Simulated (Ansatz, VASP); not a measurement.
# SnO2: VASP beside Ansatz

File INCAR:

```
PREC = Accurate
ENCUT = 520
EDIFF = 1E-7
ISMEAR = 0
SIGMA = 0.05
LREAL = F
LASPH = T
NELM = 80
ALGO = Normal
ISIF = 2
LWAVE = F
LCHARG = T
GGA = PE
LELF = T
LVHAR = T
NBANDS = 35
```

The input KPOINTS:

```
regular mesh
0
Gamma
  6 6 8
```

POSCAR

```
SnO2
1.0
    4.8277049966      0.0000000000      0.0000000000
    0.0000000000      4.8277049966      0.0000000000
    0.0000000000      0.0000000000      3.2379909407
Sn O
2 4
Direct
   -0.0281938095     -0.0015866650      0.0208320357
    0.5501866026      0.5326816255      0.5000568128
    0.3406107335      0.3076511913     -0.0269829797
    0.1790960083      0.7840409289      0.4523320972
    0.6626205861      0.6812606457      0.0660888882
    0.7956798789      0.1959522736      0.4876731458
```

Input for Ansatz:

```yaml
crystal:
  lattice:
    - [4.8277049966, 0.0, 0.0]
    - [0.0, 4.8277049966, 0.0]
    - [0.0, 0.0, 3.2379909407]
  atoms:
    - { symbol: Sn, position: [-0.0281938095, -0.001586665, 0.0208320357] }
    - { symbol: Sn, position: [0.5501866026, 0.5326816255, 0.5000568128] }
    - { symbol: O, position: [0.3406107335, 0.3076511913, -0.0269829797] }
    - { symbol: O, position: [0.1790960083, 0.7840409289, 0.4523320972] }
    - { symbol: O, position: [0.6626205861, 0.6812606457, 0.0660888882] }
    - { symbol: O, position: [0.7956798789, 0.1959522736, 0.4876731458] }
basis:
  ecutwfc: 420
kpoints:
  mp_grid: { grid: [6, 6, 8] }
hamiltonian:
  xc: pbe
scf:
  occupations: { method: gaussian, width: 0.05 }
output:
  forces: true
  stress: true
  eigenvalues: true
```

Change from the starting cell: all atoms moved at random (sigma 0.15 Å a component).

Alike in both runs: task single point; functional PBE; k mesh 6 × 6 × 8; occupations gaussian, width 0.05 eV; no spin polarisation.

```csv
,VASP,Ansatz
version,VASP 6.6.1,Ansatz 0.2.0
potentials or method,"VASP PAW PBE potentials, release 64 (Sn_d, O), cutoff 520 eV","scalar-relativistic, plane waves, PAW"
valence electrons in the cell,52,52
```

|  | VASP | Ansatz | Ansatz less VASP |
| --- | --- | --- | --- |
| gap on the k mesh at the Fermi level (eV) | 0.13 | 0.13 | +0.007 |
| least direct gap on the mesh (eV) | 0.26 | 0.25 | -0.004 |
| pressure (GPa) | 16.6 | 16.9 | +0.35 |
| traceless stress, the component that is largest in VASP (GPa) | 15.87 | 16.57 | +0.700 |
| rms of the force components (eV/Å) | 4.886 | 5.095 | +0.2090 |

Atom by atom the forces differ by 0.229 eV/Å (rms over components).
